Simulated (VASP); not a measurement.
Write the native input for VASP 6.6.1 that does the following.

```yaml
Task: single point
Functional: PBE
Potentials_or_basis: VASP PAW PBE potentials, release 64 (Li_sv, S)
Cutoff: 750 eV
k_mesh: 4 × 4 × 4
Occupations: gaussian, width 0.1 eV
Spin: no spin polarisation
Dipole_correction: no
Further_INCAR_settings: ALGO = Normal; EDIFF = 1e-06; NBANDS = 13
```

The structure of Li2S lies in POSCAR:

```
Li2S
1.0
    0.0000000000      2.7076019989      2.7076019989
    2.7076019989      0.0000000000      2.7076019989
    2.7076019989      2.7076019989      0.0000000000
Li S
2 1
Direct
    0.7500000000      0.7500000000      0.7500000000
    0.2500000000      0.2500000000      0.2500000000
    0.0000000000      0.0000000000      0.0000000000
```

One way to write it, as run:

INCAR

```
SYSTEM = Li2S
PREC = Accurate ; ENCUT = 750
EDIFF = 1E-6 ; ISMEAR = 0
SIGMA = 0.1 ; LREAL = .FALSE.
LASPH = .TRUE. ; NELM = 120
ALGO = Normal ; ISIF = 2
LWAVE = .FALSE. ; LCHARG = .FALSE.
GGA = PE ; NBANDS = 13
GGA_COMPAT = .FALSE.
```

KPOINTS

```
regular mesh
0
G
  4 4 4
  0 0 0
```

Potentials or basis: VASP PAW PBE potentials, release 64 (Li_sv, S).

Launch:

```sh
$ cat potpaw_PBE.64/Li_sv/POTCAR potpaw_PBE.64/S/POTCAR > POTCAR
$ mpirun -np 1 vasp_std > vasp.out
```

It gave:

* Pressure: 8.5 GPa
* Band gap on the k mesh: 3.24 eV (least direct gap 5.00 eV)

Caveat: the k points lie up to 0.50 Å⁻¹ apart.

It took 7.5 s on 1 thread of Intel(R) Xeon(R) 6975P-C (Granite Rapids), with other jobs on the host, peak memory 0.18 GiB.
